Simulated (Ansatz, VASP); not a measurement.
## Two plane-wave programs on Si2Mo

```
Si Mo
1.0
    -1.56678    1.56678    3.84379
     1.56678   -1.56678    3.84379
     1.56678    1.56678   -3.84379
Si Mo
2 1
Direct
  0.33300 0.33300 0.00000
  0.66700 0.66700 0.00000
  0.00000 0.00000 0.00000
```

Alike in both runs: task single point; functional PBE; k mesh 8 × 8 × 8; occupations gaussian, width 0.1 eV; no spin polarisation.

|  | VASP | Ansatz |
| --- | --- | --- |
| version | VASP 6.6.1 | Ansatz 0.2.0 |
| potentials or method | VASP PAW PBE potentials, release 64 (Si, Mo_sv), cutoff 520 eV | scalar-relativistic, plane waves, PAW |
| valence electrons in the cell | 22 | 22 |

Ansatz gave:

```
gap on the k mesh at the Fermi level (eV)                     : none
pressure (GPa)                                                : 18.4
traceless stress, the component that is largest in VASP (GPa) : 0.72
rms of the force components (eV/Å)                            : 0.103
```

Q: What did VASP give for the same quantities?

A: gap on the k mesh at the Fermi level (eV): none; pressure (GPa): 18.6; traceless stress, the component that is largest in VASP (GPa): 0.71; rms of the force components (eV/Å): 0.100.

Atom by atom the forces differ by 0.003 eV/Å (rms over components). A gap of «none» marks a metal or a gap that the smearing closes. With one functional, cell and mesh, what is left measures potentials, basis and numerics.
